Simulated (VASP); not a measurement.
# Ni3Ge (Pm-3m) in VASP: a series of runs

The runs below take Ni3Ge through single point, with PBEsol.

All numbers are computed with VASP 6.6.1; they aren't measurements. Logs are shortened: lines on timing, memory, paths and dates and some standing lists are left out, and cuts for length are marked.

### 1 The cell of the first run

Symmetry: Pm-3m, No. 221, cubic system. Conventional cell: a = 3.639 Å, b = 3.639 Å, c = 3.639 Å, α = 90.00°, β = 90.00°, γ = 90.00°. Ni (site symmetry 4/mmm) has 8 Ni at 2.57 Å and 4 Ge at 2.57 Å within 3.4 Å. Within 3.4 Å of Ge (site symmetry m-3m) lie 12 Ni at 2.57 Å.

### 2 Single point, PBEsol (12.04 Å³/atom)

Input file INCAR:

```
SYSTEM = Ni3Ge
PREC = Accurate ; ENCUT = 520
EDIFF = 1E-7 ; ISMEAR = 0
SIGMA = 0.1 ; LREAL = .False.
LASPH = .True. ; NELM = 60
ALGO = Fast ; ISIF = 2
LWAVE = .False. ; LCHARG = .False.
GGA = PS ; NBANDS = 30
```

Input file KPOINTS:

```
Automatic mesh
0
Gamma
  12 12 12
  0 0 0
```

Input file POSCAR:

```
Ni3Ge
1.0
    3.6386989152      0.0000000000      0.0000000000
    0.0000000000      3.6386989152      0.0000000000
    0.0000000000      0.0000000000      3.6386989152
Ni Ge
3 1
Direct
    0.5000000000      0.0000000000      0.5000000000
    0.0000000000      0.5000000000      0.5000000000
    0.5000000000      0.5000000000      0.0000000000
    0.0000000000      0.0000000000      0.0000000000
```

Potentials or basis: VASP PAW PBE potentials, release 64 (Ni, Ge_d).

Command:

```console
cat potpaw_PBE.64/Ni/POTCAR potpaw_PBE.64/Ge_d/POTCAR > POTCAR
mpirun -np 1 vasp_std > vasp.out
```

OUTCAR:

```text
SYSTEM = Ni3Ge
   PREC = Accurate
   ENCUT = 520
   EDIFF = 1E-7
   ISMEAR = 0
   LREAL = .False.
   LASPH = .True.
   NELM = 60
   ISIF = 2
   GGA = PS

 ion  position               nearest neighbor table
   1  0.500  0.000  0.500-   2 2.57   3 2.57   4 2.57   3 2.57   4 2.57   2 2.57   3 2.57   3 2.57
                             2 2.57   4 2.57   4 2.57   2 2.57
   2  0.000  0.500  0.500-   1 2.57   3 2.57   4 2.57   3 2.57   4 2.57   1 2.57   4 2.57   4 2.57
                             1 2.57   3 2.57   3 2.57   1 2.57
   3  0.500  0.500  0.000-   1 2.57   2 2.57   4 2.57   1 2.57   2 2.57   1 2.57   4 2.57   1 2.57
                             2 2.57   4 2.57   2 2.57   4 2.57
   4  0.000  0.000  0.000-   1 2.57   2 2.57   3 2.57   1 2.57   2 2.57   2 2.57   3 2.57   2 2.57
                             1 2.57   3 2.57   1 2.57   3 2.57

  LATTYP: Found a simple cubic cell.
 ALAT       =     3.6386989152

  Lattice vectors:

 A1 = (   3.6386989152,   0.0000000000,   0.0000000000)
 A2 = (   0.0000000000,   3.6386989152,   0.0000000000)
 A3 = (   0.0000000000,   0.0000000000,   3.6386989152)

Analysis of symmetry for initial positions (statically):
=====================================================================
 Subroutine PRICEL returns:
 Original cell was already a primitive cell.

 Routine SETGRP: Setting up the symmetry group for a
 simple cubic supercell.

 Subroutine GETGRP returns: Found 48 space group operations
 (whereof 48 operations were pure point group operations)
 out of a pool of 48 trial point group operations.

The static configuration has the point symmetry O_h .

Analysis of symmetry for dynamics (positions and initial velocities):
=====================================================================
 Subroutine PRICEL returns:
 Original cell was already a primitive cell.

 Routine SETGRP: Setting up the symmetry group for a
 simple cubic supercell.

 Subroutine GETGRP returns: Found 48 space group operations
 (whereof 48 operations were pure point group operations)
 out of a pool of 48 trial point group operations.

The dynamic configuration has the point symmetry O_h .

 Subroutine INISYM returns: Found 48 space group operations
 (whereof 48 operations are pure point group operations),
 and found     1 'primitive' translations

----------------------------------------------------------------------------------------

                                     Primitive cell

  volume of cell :      48.1768

  direct lattice vectors                    reciprocal lattice vectors
     3.638698915  0.000000000  0.000000000     0.274823508  0.000000000  0.000000000
     0.000000000  3.638698915  0.000000000     0.000000000  0.274823508  0.000000000
     0.000000000  0.000000000  3.638698915     0.000000000  0.000000000  0.274823508

  length of vectors
     3.638698915  3.638698915  3.638698915     0.274823508  0.274823508  0.274823508

  position of ions in fractional coordinates (direct lattice)
     0.500000000  0.000000000  0.500000000
     0.000000000  0.500000000  0.500000000
     0.500000000  0.500000000  0.000000000
     0.000000000  0.000000000  0.000000000

  ion indices of the primitive-cell ions
   primitive index   ion index
                 1           1
                 2           2
                 3           3
                 4           4

----------------------------------------------------------------------------------------

 KPOINTS: Automatic mesh

Automatic generation of k-mesh.
 Grid dimensions read from file:
 generate k-points for:   12   12   12

 Generating k-lattice:

  Cartesian coordinates                     Fractional coordinates (reciprocal lattice)
     0.022901959  0.000000000  0.000000000     0.083333333  0.000000000  0.000000000
     0.000000000  0.022901959  0.000000000     0.000000000  0.083333333  0.000000000
     0.000000000  0.000000000  0.022901959     0.000000000  0.000000000  0.083333333

  Length of vectors
     0.022901959  0.022901959  0.022901959

  Shift w.r.t. Gamma in fractional coordinates (k-lattice)
     0.000000000  0.000000000  0.000000000

 Subroutine IBZKPT returns following result:
 ===========================================

 Found     84 irreducible k-points:

 Following reciprocal coordinates:
            Coordinates               Weight
  0.000000  0.000000  0.000000      1.000000
  0.083333  0.000000  0.000000      6.000000
  0.166667  0.000000  0.000000      6.000000
  0.250000  0.000000  0.000000      6.000000
  0.333333  0.000000  0.000000      6.000000
  0.416667  0.000000  0.000000      6.000000
[... 16 lines left out ...]
  0.333333  0.333333  0.000000     12.000000
  0.416667  0.333333  0.000000     24.000000
 [... further k-points ...]
   k-points           NKPTS =     84   k-points in BZ     NKDIM =     84   number of bands    NBANDS=     30
   number of dos      NEDOS =    301   number of ions     NIONS =      4
   total plane-waves  NPLWV =  21952
   dimension x,y,z NGX =    28 NGY =   28 NGZ =   28
   dimension x,y,z NGXF=    56 NGYF=   56 NGZF=   56
   ions per type =               3   1
   NGX,Y,Z   is equivalent  to a cutoff of  12.79, 12.79, 12.79 a.u.
   NGXF,Y,Z  is equivalent  to a cutoff of  25.59, 25.59, 25.59 a.u.
 SYSTEM =  Ni3Ge
   PREC   = accura    normal or accurate (medium, high low for compatibility)
   ISTART =      0    job   : 0-new  1-cont  2-samecut
   ICHARG =      2    charge: 1-file 2-atom 10-const
   ISPIN  =      1    spin polarized calculation?
   LNONCOLLINEAR =      F non collinear calculations
   LSORBIT =      F    spin-orbit coupling
   LASPH  =      T    aspherical Exc in radial PAW
   ENCUT  =  520.0 eV  38.22 Ry    6.18 a.u.   6.77  6.77  6.77*2*pi/ulx,y,z
   NELM   =     60;   NELMIN=  2; NELMDL= -5     # of ELM steps
   EDIFF  = 0.1E-06   stopping-criterion for ELM
   LREAL  =      F    real-space projection
   EDIFFG = 0.1E-05   stopping-criterion for IOM
   NSW    =      0    number of steps for IOM
   IBRION =     -1    ionic relax: 0-MD 1-quasi-New 2-CG
   NFREE  =      0    steps in history (QN), initial steepest desc. (CG)
   ISIF   =      2    stress and relaxation
   ISYM   =      2    0-nonsym 1-usesym 2-fastsym
   POTIM  = 0.5000    time-step for ionic-motion
   TEBEG  =    0.0;   TEEND  =   0.0 temperature during run
   PSTRESS=    0.0 pullay stress
   NELECT =      44.0000    total number of electrons
   NUPDOWN=      -1.0000    fix difference up-down
   EMIN   =  10.00;   EMAX   =-10.00  energy-range for DOS
   EFERMI =   0.00;   METHOD = LEGACY
   ISMEAR =     0;   SIGMA  =   0.10  broadening in eV -4-tet -1-fermi 0-gaus
   EFERMI_NEDOS =   21; number of points for ismear=-14 and -15
   IALGO  =     68    algorithm
   IMIX   =      4    mixing-type and parameters
     AMIX     =   0.40;   BMIX     =  1.00
     AMIX_MAG =   1.60;   BMIX_MAG =  1.00
  volume/ion in A,a.u.               =      12.04        81.28
  Fermi-wavevector in a.u.,A,eV,Ry     =   1.588350  3.001547 34.325546  2.522856
  Thomas-Fermi vector in A             =   2.687367
   LORBIT       =      0    0 simple, 1 ext, 2 COOP (PROOUT), +10 PAW based schemes
   GGA     = PS    functional components
   LHFCALC =     F    Hartree Fock is set to
   AEXX    =    0.0000 exact exchange contribution
   IVDW    =     0    specifies the selected vdW correction
   LEPSILON=     F    determine dielectric tensor
   LRPA    =     F    only Hartree local field effects (RPA)
 non-spin polarized calculation
 RMM-DIIS sequential band-by-band and
 Gauss-broadening in eV      SIGMA  =   0.10
  energy-cutoff  :      520.00
  volume of cell :       48.18
 maximum number of plane-waves:      1328
 NGX is ok and might be reduce to    28
   NGX = 13   NGY = 13   NGZ = 13

 number of electron      44.0000069 magnetization

 Free energy of the ion-electron system (eV)
  ---------------------------------------------------
  ext. energy  EPLUGINS =         0.00000000
  ---------------------------------------------------
  free energy    TOTEN  =       -24.50473956 eV

  energy without entropy =      -24.49395060  energy(sigma->0) =      -24.49934508

 E-fermi :   8.9071     XC(G=0): -13.1166

 val. band max:        8.8899208297   @ k =   0.5000   0.5000   0.3333
 cond. band min:       8.9229812900   @ k =   0.0000   0.0000   0.0000
 fundamental gap:      0.0330604603
 Fermi energy:         8.9070924516

 k-point     1 :       0.0000    0.0000    0.0000
  band No.  band energies     occupation
      1     -15.6156      2.00000
      2     -15.6156      2.00000
      3     -15.6056      2.00000
      4     -15.6056      2.00000
      5     -15.6056      2.00000
      6      -2.9143      2.00000
[... 22 lines left out ...]
     29      18.7981      0.00000
     30      18.7982      0.00000

 k-point     2 :       0.0833    0.0000    0.0000
  band No.  band energies     occupation
      1     -15.6154      2.00000
      2     -15.6143      2.00000
      3     -15.6057      2.00000
      4     -15.6057      2.00000
      5     -15.6056      2.00000
      6      -2.8420      2.00000
[... 22 lines left out ...]
     29      18.6308      0.00000
     30      18.6309      0.00000

 k-point     3 :       0.1667    0.0000    0.0000
  band No.  band energies     occupation
      1     -15.6149      2.00000
      2     -15.6109      2.00000
      3     -15.6059      2.00000
      4     -15.6059      2.00000
      5     -15.6054      2.00000
      6      -2.6290      2.00000
[... 22 lines left out ...]
     29      17.9979      0.00000
     30      18.1333      0.00000

 k-point     4 :       0.2500    0.0000    0.0000
  band No.  band energies     occupation
      1     -15.6142      2.00000
      2     -15.6062      2.00000
      3     -15.6061      2.00000
      4     -15.6061      2.00000
      5     -15.6052      2.00000
      6      -2.2895      2.00000
[... 616 lines left out ...]
     29      18.6954      0.00000
     30      19.4757      0.00000

 k-point    23 :       0.3333    0.3333    0.0000
  band No.  band energies     occupation
      1     -15.6115      2.00000
      2     -15.6067      2.00000
      3     -15.6061      2.00000
      4     -15.6060      2.00000
      5     -15.5937      2.00000
      6      -0.9350      2.00000
[... 22 lines left out ...]
     29      18.3596      0.00000
     30      18.5992      0.00000

 k-point    24 :       0.4167    0.3333    0.0000
  band No.  band energies     occupation
      1     -15.6126      2.00000
      2     -15.6063      2.00000
      3     -15.6060      2.00000
      4     -15.6059      2.00000
      5     -15.5910      2.00000
      6      -0.5852      2.00000
[... 22 lines left out ...]
     29      18.0697      0.00000
     30      18.9834      0.00000

 [... further k-points ...]

------------------------ aborting loop because EDIFF is reached ----------------------------------------

  FORCE on cell =-STRESS in cart. coord.  units (eV):
  Direction    XX          YY          ZZ          XY          YZ          ZX
  --------------------------------------------------------------------------------------
  -------------------------------------------------------------------------------------
  Total       -4.8792857     -4.8792857     -4.8792857     -0.0000000      0.0000000     -0.0000000
  in kB     -162.2663503   -162.2663503   -162.2663503     -0.0000000      0.0000000     -0.0000000
  external PRESSURE =    -162.2663503 kB  Pullay stress =       0.0000000 kB

 VOLUME and BASIS-vectors are now :
 -----------------------------------------------------------------------------
  energy-cutoff  :      520.00
  volume of cell :       48.18
      direct lattice vectors                 reciprocal lattice vectors
     3.638698915  0.000000000  0.000000000     0.274823508  0.000000000  0.000000000
     0.000000000  3.638698915  0.000000000     0.000000000  0.274823508  0.000000000
     0.000000000  0.000000000  3.638698915     0.000000000  0.000000000  0.274823508

 POSITION                                       TOTAL-FORCE (eV/Angst)
 -----------------------------------------------------------------------------------
      1.81935      0.00000      1.81935         0.000000      0.000000      0.000000
      0.00000      1.81935      1.81935         0.000000      0.000000      0.000000
      1.81935      1.81935      0.00000         0.000000      0.000000      0.000000
      0.00000      0.00000      0.00000         0.000000      0.000000      0.000000
 -----------------------------------------------------------------------------------
    total drift:                                0.000000      0.000000      0.000000

  FREE ENERGIE OF THE ION-ELECTRON SYSTEM (eV)
  ---------------------------------------------------
  free  energy   TOTEN  =       -24.5047395633 eV

  energy  without entropy=      -24.4939506037  energy(sigma->0) =      -24.49934508
```

Run time: 3.6 min. Hardware: 1 thread of Intel Xeon 8259CL, shared host; peak memory 0.23 GiB.

What came out:

* Free energy: -24.5047 eV
* Pressure: -16.2 GPa
* Band gap on the k mesh: zero (bands 22 and 23 overlap by 0.20 eV)

Levels at points of the mesh, in eV from the Fermi level:
```
           k point  band 19  band 20  band 21  band 22  band 23  band 24  band 25  band 26
(0.00, 0.00, 0.00)    -0.51    -0.51    -0.26     0.02     0.02     0.02     3.20     6.38
(0.50, 0.00, 0.00)    -1.09    -1.00    -0.47     0.02     3.31     3.31     3.98     5.49
(0.50, 0.50, 0.00)    -1.07    -0.97    -0.84    -0.82     0.55     0.55     5.19     5.95
(0.50, 0.50, 0.50)    -1.02    -1.02    -0.33    -0.18    -0.18    -0.18     0.41     3.79
```

Caveat: the cell stands under tension; the PAW data sets were made with another functional, which shifts forces and pressure a little. Spin polarisation is off, so any magnetic state and its effect on volume and gap are missing.

### 3 Single point, PBEsol (9.64 Å³/atom)

This run uses another cell than the first one, of 9.64 Å³/atom.

Input file INCAR:

```
ALGO = Normal
EDIFF = 1E-6
ENCUT = 520
GGA = PS
ISIF = 2
ISMEAR = 0
LASPH = T
LCHARG = F
LREAL = F
LWAVE = F
NBANDS = 30
NELM = 80
PREC = Accurate
SIGMA = 0.1
```

Input file KPOINTS:

```
k-points
0
Gamma
  12 12 12
```

Input file POSCAR:

```
Ni3Ge
1.0
    3.3778688507      0.0000000000      0.0000000000
    0.0000000000      3.3778688507      0.0000000000
    0.0000000000      0.0000000000      3.3778688507
Ni Ge
3 1
Direct
    0.5000000000      0.0000000000      0.5000000000
    0.0000000000      0.5000000000      0.5000000000
    0.5000000000      0.5000000000      0.0000000000
    0.0000000000      0.0000000000      0.0000000000
```

Potentials or basis: VASP PAW PBE potentials, release 64 (Ni, Ge_d).

Command:

```console
cat potpaw_PBE.64/Ni/POTCAR potpaw_PBE.64/Ge_d/POTCAR > POTCAR
mpirun -np 1 vasp_std > vasp.out
```

It took 2.7 min on 1 thread of Intel Xeon 8259CL, shared host; peak memory 0.22 GiB.

The run converged. Its results:

| Quantity | Value |
| --- | --- |
| Free energy | -24.1873 eV |
| Pressure | 38.1 GPa |
| Band gap on the k mesh | zero (bands 22 and 23 overlap by 0.29 eV) |

Levels at points of the mesh, in eV from the Fermi level:
| k point | band 19 | band 20 | band 21 | band 22 | band 23 | band 24 | band 25 | band 26 |
| --- | --- | --- | --- | --- | --- | --- | --- | --- |
| (0.00, 0.00, 0.00) | -0.71 | -0.71 | -0.34 | 0.05 | 0.05 | 0.05 | 5.22 | 7.71 |
| (0.50, 0.00, 0.00) | -1.53 | -1.39 | -0.65 | 0.05 | 4.13 | 4.13 | 5.78 | 6.25 |
| (0.50, 0.50, 0.00) | -1.43 | -1.35 | -1.14 | -1.12 | 0.77 | 0.77 | 6.57 | 7.28 |
| (0.50, 0.50, 0.50) | -1.41 | -1.41 | -0.83 | -0.24 | -0.24 | -0.24 | 1.22 | 4.93 |

Caveat: the cell stands under pressure; the PAW data sets were made with another functional, which shifts forces and pressure a little.

The gap in the log of VASP goes by the Fermi energy; the results here count the filled bands.